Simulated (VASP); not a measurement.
# LiH in VASP: a series of runs

Aim: see how the results for LiH move with the level of theory and the settings. Levels: PBE, r2SCAN. Tasks: single point.

Everything below comes from runs of VASP 6.6.1. Logs are shortened: lines on timing, memory, paths and dates and some standing lists are left out, and cuts for length are marked.

### 1 The cell of the first run

The cell holds a slab with vacuum, 2 atoms: a = 3.088 Å, b = 3.088 Å, c = 24.600 Å, α = 90.00°, β = 90.00°, γ = 120.00°.

### 2 Single point, PBE

Input file INCAR:

```
SYSTEM = LiH
  PREC = Accurate
  ENCUT = 520
  EDIFF = 1E-6
  ISMEAR = 0
  SIGMA = 0.01
  LREAL = .FALSE.
  LASPH = .TRUE.
  NELM = 60
  ALGO = Normal
  ISIF = 2
  LWAVE = .FALSE.
  LCHARG = .FALSE.
  LDIPOL = .TRUE.
  IDIPOL = 3
  DIPOL = 0.5 0.5 0.333
  GGA = PE
  NBANDS = 9
```

Input file KPOINTS:

```
Automatic mesh
0
G
  12 12 1
  0 0 0
```

Input file POSCAR:

```
LiH
1.0
    3.0875818926      0.0000000000      0.0000000000
   -1.5437909463      2.6739243553      0.0000000000
    0.0000000000      0.0000000000     24.6000000000
Li H
1 1
Direct
    0.3333333333      0.6666666667      0.3333333333
    0.6666666667      0.3333333333      0.3333333333
```

Potentials or basis: VASP PAW PBE potentials, release 64 (Li_sv, H).

Started as:

```
cat potpaw_PBE.64/Li_sv/POTCAR potpaw_PBE.64/H/POTCAR > POTCAR
mpirun -np 1 vasp_std > vasp.out
```

OUTCAR:

```text
SYSTEM = LiH
   PREC = Accurate
   ENCUT = 520
   EDIFF = 1E-6
   ISMEAR = 0
   LREAL = .FALSE.
   LASPH = .TRUE.
   NELM = 60
   ISIF = 2
   GGA = PE

 ion  position               nearest neighbor table
   1  0.333  0.667  0.333-
   2  0.667  0.333  0.333-

  LATTYP: Found a hexagonal cell.
 ALAT       =     3.0875818926
 C/A-ratio  =     7.9674000094

  Lattice vectors:

 A1 = (   3.0875818926,   0.0000000000,   0.0000000000)
 A2 = (  -1.5437909463,   2.6739243553,   0.0000000000)
 A3 = (   0.0000000000,   0.0000000000,  24.6000000000)

Analysis of symmetry for initial positions (statically):
=====================================================================
 Subroutine PRICEL returns:
 Original cell was already a primitive cell.

 Routine SETGRP: Setting up the symmetry group for a
 hexagonal supercell.

 Subroutine GETGRP returns: Found 12 space group operations
 (whereof  6 operations were pure point group operations)
 out of a pool of 24 trial point group operations.

The static configuration has the point symmetry C_3v.
 The point group associated with its full space group is D_3h.

Analysis of symmetry for dynamics (positions and initial velocities):
=====================================================================
 Subroutine PRICEL returns:
 Original cell was already a primitive cell.

 Routine SETGRP: Setting up the symmetry group for a
 hexagonal supercell.

 Subroutine GETGRP returns: Found 12 space group operations
 (whereof  6 operations were pure point group operations)
 out of a pool of 24 trial point group operations.

The dynamic configuration has the point symmetry C_3v.
 The point group associated with its full space group is D_3h.

 Subroutine INISYM returns: Found 12 space group operations
 (whereof  6 operations are pure point group operations),
 and found     1 'primitive' translations

----------------------------------------------------------------------------------------

                                     Primitive cell

  volume of cell :     203.0966

  direct lattice vectors                    reciprocal lattice vectors
     3.087581893  0.000000000  0.000000000     0.323878049  0.186991079  0.000000000
    -1.543790946  2.673924355  0.000000000     0.000000000  0.373982158  0.000000000
     0.000000000  0.000000000 24.600000000     0.000000000  0.000000000  0.040650407

  length of vectors
     3.087581893  3.087581893 24.600000000     0.373982158  0.373982158  0.040650407

  position of ions in fractional coordinates (direct lattice)
     0.333333333  0.666666667  0.333333333
     0.666666667  0.333333333  0.333333333

  ion indices of the primitive-cell ions
   primitive index   ion index
                 1           1
                 2           2

----------------------------------------------------------------------------------------

 KPOINTS: Automatic mesh

Automatic generation of k-mesh.
 Grid dimensions read from file:
 generate k-points for:   12   12    1

 Generating k-lattice:

  Cartesian coordinates                     Fractional coordinates (reciprocal lattice)
     0.026989837  0.015582590  0.000000000     0.083333333 -0.000000000  0.000000000
     0.000000000  0.031165180  0.000000000     0.000000000  0.083333333  0.000000000
     0.000000000  0.000000000  0.040650407     0.000000000  0.000000000  1.000000000

  Length of vectors
     0.031165180  0.031165180  0.040650407

  Shift w.r.t. Gamma in fractional coordinates (k-lattice)
     0.000000000  0.000000000  0.000000000

 Subroutine IBZKPT returns following result:
 ===========================================

 Found     19 irreducible k-points:

 Following reciprocal coordinates:
            Coordinates               Weight
  0.000000  0.000000  0.000000      1.000000
  0.083333  0.000000  0.000000      6.000000
  0.166667 -0.000000  0.000000      6.000000
  0.250000 -0.000000  0.000000      6.000000
  0.333333 -0.000000  0.000000      6.000000
  0.416667 -0.000000  0.000000      6.000000
[... 11 lines left out ...]
  0.333333  0.250000  0.000000     12.000000
  0.333333  0.333333  0.000000      2.000000
   k-points           NKPTS =     19   k-points in BZ     NKDIM =     19   number of bands    NBANDS=      9
   number of dos      NEDOS =    301   number of ions     NIONS =      2
   total plane-waves  NPLWV = 110592
   dimension x,y,z NGX =    24 NGY =   24 NGZ =  192
   dimension x,y,z NGXF=    48 NGYF=   48 NGZF=  384
   ions per type =               1   1
   NGX,Y,Z   is equivalent  to a cutoff of  12.92, 12.92, 12.98 a.u.
   NGXF,Y,Z  is equivalent  to a cutoff of  25.84, 25.84, 25.95 a.u.
 SYSTEM =  LiH
   PREC   = accura    normal or accurate (medium, high low for compatibility)
   ISTART =      0    job   : 0-new  1-cont  2-samecut
   ICHARG =      2    charge: 1-file 2-atom 10-const
   ISPIN  =      1    spin polarized calculation?
   LNONCOLLINEAR =      F non collinear calculations
   LSORBIT =      F    spin-orbit coupling
   LASPH  =      T    aspherical Exc in radial PAW
   ENCUT  =  520.0 eV  38.22 Ry    6.18 a.u.   5.74  5.74 45.74*2*pi/ulx,y,z
   NELM   =     60;   NELMIN=  2; NELMDL= -5     # of ELM steps
   EDIFF  = 0.1E-05   stopping-criterion for ELM
   LREAL  =      F    real-space projection
   EDIFFG = 0.1E-04   stopping-criterion for IOM
   NSW    =      0    number of steps for IOM
   IBRION =     -1    ionic relax: 0-MD 1-quasi-New 2-CG
   NFREE  =      0    steps in history (QN), initial steepest desc. (CG)
   ISIF   =      2    stress and relaxation
   ISYM   =      2    0-nonsym 1-usesym 2-fastsym
   POTIM  = 0.5000    time-step for ionic-motion
   TEBEG  =    0.0;   TEEND  =   0.0 temperature during run
   PSTRESS=    0.0 pullay stress
   NELECT =       4.0000    total number of electrons
   NUPDOWN=      -1.0000    fix difference up-down
   EMIN   =  10.00;   EMAX   =-10.00  energy-range for DOS
   EFERMI =   0.00;   METHOD = LEGACY
   ISMEAR =     0;   SIGMA  =   0.01  broadening in eV -4-tet -1-fermi 0-gaus
   EFERMI_NEDOS =   21; number of points for ismear=-14 and -15
   IALGO  =     38    algorithm
   IMIX   =      4    mixing-type and parameters
     AMIX     =   0.40;   BMIX     =  1.00
     AMIX_MAG =   1.60;   BMIX_MAG =  1.00
  volume/ion in A,a.u.               =     101.55       685.28
  Fermi-wavevector in a.u.,A,eV,Ry     =   0.442107  0.835461  2.659374  0.195458
  Thomas-Fermi vector in A             =   1.417808
   LORBIT       =      0    0 simple, 1 ext, 2 COOP (PROOUT), +10 PAW based schemes
   GGA     = PE    functional components
   LHFCALC =     F    Hartree Fock is set to
   AEXX    =    0.0000 exact exchange contribution
   IVDW    =     0    specifies the selected vdW correction
   LEPSILON=     F    determine dielectric tensor
   LRPA    =     F    only Hartree local field effects (RPA)
 non-spin polarized calculation
 Gauss-broadening in eV      SIGMA  =   0.01
  energy-cutoff  :      520.00
  volume of cell :      203.10
 maximum number of plane-waves:      5496
 NGX is ok and might be reduce to    24
   NGX = 11   NGY = 11   NGZ = 91

 dipolmoment           0.000000      0.000000     -0.000002 electrons x Angstroem

 number of electron       3.9999993 magnetization

 dipolmoment           0.000000      0.000000      0.000001 electrons x Angstroem

 Free energy of the ion-electron system (eV)
  ---------------------------------------------------
  ext. energy  EPLUGINS =         0.00000000
  ---------------------------------------------------
  free energy    TOTEN  =        -5.78915038 eV

  energy without entropy =       -5.78915038  energy(sigma->0) =       -5.78915038

 E-fermi :  -4.8418     XC(G=0):  -1.2050

 val. band max:       -4.9736840245   @ k =   0.3333   0.3333   0.0000
 cond. band min:      -1.4956534246   @ k =   0.0000   0.0000   0.0000
 fundamental gap:      3.4780305999
 Fermi energy:        -4.8418086462

 k-point     1 :       0.0000    0.0000    0.0000
  band No.  band energies     occupation
      1     -48.4201      2.00000
      2      -6.8489      2.00000
      3      -1.4957      0.00000
      4       0.1000      0.00000
      5       0.5235      0.00000
      6       0.6327      0.00000
      7       1.5550      0.00000
      8       1.5708      0.00000
      9       3.1041      0.00000

 k-point     2 :       0.0833    0.0000    0.0000
  band No.  band energies     occupation
      1     -48.4192      2.00000
      2      -6.7761      2.00000
      3      -1.3506      0.00000
      4       0.2372      0.00000
      5       0.6663      0.00000
      6       0.7786      0.00000
      7       1.6925      0.00000
      8       1.7166      0.00000
      9       3.2328      0.00000

 k-point     3 :       0.1667   -0.0000    0.0000
  band No.  band energies     occupation
      1     -48.4169      2.00000
      2      -6.5632      2.00000
      3      -0.9158      0.00000
      4       0.6431      0.00000
      5       1.0935      0.00000
      6       1.2164      0.00000
      7       2.0987      0.00000
      8       2.1537      0.00000
      9       3.5973      0.00000

 k-point     4 :       0.2500   -0.0000    0.0000
  band No.  band energies     occupation
      1     -48.4136      2.00000
      2      -6.2320      2.00000
      3      -0.1921      0.00000
      4       1.2802      0.00000
      5       1.7982      0.00000
      6       1.9459      0.00000
      7       2.7242      0.00000
      8       2.8817      0.00000
      9       3.9772      0.00000
[... 145 lines left out ...]
 k-point    17 :       0.2500    0.2500    0.0000
  band No.  band energies     occupation
      1     -48.4071      2.00000
      2      -5.3128      2.00000
      3       1.3791      0.00000
      4       2.3950      0.00000
      5       3.9137      0.00000
      6       4.4057      0.00000
      7       4.5675      0.00000
      8       5.0908      0.00000
      9       5.4857      0.00000

 k-point    18 :       0.3333    0.2500    0.0000
  band No.  band energies     occupation
      1     -48.4059      2.00000
      2      -5.0738      2.00000
      3       0.9275      0.00000
      4       3.7792      0.00000
      5       4.3651      0.00000
      6       5.5818      0.00000
      7       5.7107      0.00000
      8       6.0545      0.00000
      9       6.0592      0.00000

 k-point    19 :       0.3333    0.3333    0.0000
  band No.  band energies     occupation
      1     -48.4055      2.00000
      2      -4.9737      2.00000
      3       0.7655      0.00000
      4       4.2810      0.00000
      5       4.8283      0.00000
      6       5.4863      0.00000
      7       6.0981      0.00000
      8       6.9498      0.00000
      9       7.2177      0.00000

------------------------ aborting loop because EDIFF is reached ----------------------------------------

 vacuum level on the upper side and lower side of the slab       (xc-potential included)        -0.008        -0.008

  FORCE on cell =-STRESS in cart. coord.  units (eV):
  Direction    XX          YY          ZZ          XY          YZ          ZX
  --------------------------------------------------------------------------------------
  -------------------------------------------------------------------------------------
  Total       -0.0479275     -0.0479275     -0.0248293     -0.0000000      0.0000000     -0.0000000
  in kB       -0.3780877     -0.3780877     -0.1958722     -0.0000000      0.0000000     -0.0000000
  external PRESSURE =      -0.3173492 kB  Pullay stress =       0.0000000 kB

 VOLUME and BASIS-vectors are now :
 -----------------------------------------------------------------------------
  energy-cutoff  :      520.00
  volume of cell :      203.10
      direct lattice vectors                 reciprocal lattice vectors
     3.087581893  0.000000000  0.000000000     0.323878049  0.186991079  0.000000000
    -1.543790946  2.673924355  0.000000000     0.000000000  0.373982158  0.000000000
     0.000000000  0.000000000 24.600000000     0.000000000  0.000000000  0.040650407

 POSITION                                       TOTAL-FORCE (eV/Angst)
 -----------------------------------------------------------------------------------
     -0.00000      1.78262      8.20000         0.000000     -0.000000      0.000000
      1.54379      0.89131      8.20000        -0.000000      0.000000     -0.000000
 -----------------------------------------------------------------------------------
    total drift:                                0.000000     -0.000000      0.000002

  FREE ENERGIE OF THE ION-ELECTRON SYSTEM (eV)
  ---------------------------------------------------
  free  energy   TOTEN  =        -5.7891503799 eV

  energy  without entropy=       -5.7891503799  energy(sigma->0) =       -5.78915038

 vacuum level on the upper side and lower side of the slab         0.347         0.347
```

It took 2.2 min on 1 thread of AMD EPYC 7R13, shared host; peak memory 0.28 GiB.

Results:

* Free energy: -5.7892 eV
* Band gap on the k mesh: 3.48 eV, indirect (least direct gap 5.35 eV)

Caveat: the cutoff is under 1.25 times the usual one of these potentials, so pressure, stress and relaxed cells hold a basis-set (Pulay) error.

### 3 Single point, r2SCAN

POSCAR is that of step 2.

Input file INCAR.step1:

```
SYSTEM = LiH
PREC = Accurate ; ENCUT = 520
ISMEAR = 0 ; SIGMA = 0.01
LREAL = .False. ; LASPH = .True.
NELM = 60 ; LDIPOL = .True.
IDIPOL = 3 ; DIPOL = 0.5 0.5 0.333
NBANDS = 9 ; GGA = PE
ALGO = Normal ; EDIFF = 1E-4
LWAVE = .True. ; LCHARG = .False.
```

Input file INCAR.step2:

```
SYSTEM = LiH
PREC = Accurate ; ENCUT = 520
EDIFF = 1E-7 ; ISMEAR = 0
SIGMA = 0.01 ; LREAL = .False.
LASPH = .True. ; NELM = 60
ALGO = Normal ; ISIF = 2
LWAVE = .False. ; LCHARG = .True.
LDIPOL = .True. ; IDIPOL = 3
DIPOL = 0.5 0.5 0.333 ; METAGGA = R2SCAN
LMIXTAU = .True. ; LELF = .True.
LVHAR = .True. ; LVACPOTAV = .True.
NBANDS = 9 ; ISTART = 1
```

Input file KPOINTS:

```
regular mesh
0
Gamma
  12 12 1
  0 0 0
```

Potentials or basis: VASP PAW PBE potentials, release 64 (Li_sv, H).

Started as:

```
cat potpaw_PBE.64/Li_sv/POTCAR potpaw_PBE.64/H/POTCAR > POTCAR
cp INCAR.step1 INCAR
mpirun -np 1 vasp_std > vasp.out
cp INCAR.step2 INCAR
mpirun -np 1 vasp_std > vasp.out
```

It took 17 min on 1 thread of AMD EPYC 7R13, shared host; peak memory 0.33 GiB.

The run converged. Its results:

| Quantity | Value |
| --- | --- |
| Free energy | -6.4184 eV |
| Band gap on the k mesh | 4.03 eV, indirect (least direct gap 5.87 eV) |
| Ionisation potential of the upper face | 5.60 eV |

Levels at points of the mesh, in eV from the valence-band top:
```
           k point  band 1  band 2  band 3  band 4  band 5
(0.00, 0.00, 0.00)  -44.79   -1.84    4.03    5.58    5.93
(0.50, 0.00, 0.00)  -44.78   -0.35    6.82    9.12    9.82
```

Caveat: the cutoff is under 1.25 times the usual one of these potentials, so pressure, stress and relaxed cells hold a basis-set (Pulay) error; the PAW data sets were made with another functional, which shifts forces and pressure a little.
